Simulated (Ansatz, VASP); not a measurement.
# Two plane-wave programs on MgI2

The input POSCAR:

```
MgI2
1.0
    2.0274773790      1.1705646105      7.3642549727
   -2.0274773790      1.1705646105      7.3642549727
    0.0000000000     -2.3411292211      7.3642549727
Mg I
1 2
Direct
   -0.0000077192     -0.0000077192     -0.0000077192
    0.4168126133      0.4168126133      0.4168126133
    0.2498617726      0.2498617726      0.2498617726
```

INCAR.step1

```
SYSTEM = MgI2
PREC = Accurate
ENCUT = 520
ISMEAR = 0
SIGMA = 0.01
LREAL = .FALSE.
LASPH = .TRUE.
NELM = 60
NBANDS = 15
GGA = PE
ALGO = Normal
EDIFF = 1E-4
LWAVE = .TRUE.
LCHARG = .FALSE.
```

File INCAR.step2:

```
SYSTEM = MgI2
PREC = Accurate
ENCUT = 520
EDIFF = 1E-6
ISMEAR = 0
SIGMA = 0.01
LREAL = .FALSE.
LASPH = .TRUE.
NELM = 60
ALGO = Normal
ISIF = 2
LWAVE = .FALSE.
LCHARG = .FALSE.
METAGGA = R2SCAN
LMIXTAU = .TRUE.
NBANDS = 15
ISTART = 1
```

The input KPOINTS:

```
regular mesh
0
G
  8 8 8
  0 0 0
```

Input for Ansatz:

```yaml
crystal:
  lattice:
    - [2.027477379, 1.1705646105, 7.3642549727]
    - [-2.027477379, 1.1705646105, 7.3642549727]
    - [0.0, -2.3411292211, 7.3642549727]
  atoms:
    - { symbol: Mg, position: [-7.7192e-06, -7.7192e-06, -7.7192e-06] }
    - { symbol: I, position: [0.4168126133, 0.4168126133, 0.4168126133] }
    - { symbol: I, position: [0.2498617726, 0.2498617726, 0.2498617726] }
kpoints:
  mp_grid: { grid: [8, 8, 8] }
  band_path:
    path:
      - [0.0, 0.0, 0.0]
      - [-0.5, -0.5, -0.5]
      - [-0.5, -0.1840196429, -0.8159803571]
      - [-0.1840196429, 0.1840196429, -0.5]
      - [0.0, 0.0, -0.5]
      - [0.0, 0.3420098215, -0.3420098215]
      - [-0.3420098215, 0.0, -0.6579901785]
      - [-0.5, 0.0, -0.5]
      - [-0.114583, -0.114583, 0.40625]
    npoints: 1
hamiltonian:
  xc: r2scan
scf:
  occupations: { method: fixed }
  n_extra_bands: 4
output:
  forces: true
  stress: true
  eigenvalues: true
```

Change from the starting cell: uniaxial_z strain +1.5%.

Alike in both runs: task single point; functional r2SCAN; k mesh 8 × 8 × 8; no spin polarisation.

|  | VASP | Ansatz |
| --- | --- | --- |
| version | VASP 6.6.1 | Ansatz 0.2.0 |
| potentials or method | VASP PAW PBE potentials, release 64 (Mg, I) | plane waves, PAW |
| plane-wave cutoff (eV) | 520 | 500 |
| occupations | gaussian, width 0.01 eV | fixed |
| valence electrons in the cell | 16 | 44 |

Ansatz gave:

```
gap on the k mesh at the Fermi level (eV)                     : 3.28
pressure (GPa)                                                : 0.5
traceless stress, the component that is largest in VASP (GPa) : -0.20
rms of the force components (eV/Å)                            : 0.013
```

Task: Estimate VASP's values.

Result: gap on the k mesh at the Fermi level (eV): 3.26; pressure (GPa): 0.4; traceless stress, the component that is largest in VASP (GPa): -0.20; rms of the force components (eV/Å): 0.021.

VASP's potentials were made for PBE, not for r2SCAN. Atom by atom the forces differ by 0.008 eV/Å (rms over components). VASP's potentials hold 16 valence electrons a cell and Ansatz's 44, so a difference there can come from the potentials and not from the codes.

Spin-orbit coupling is off throughout.
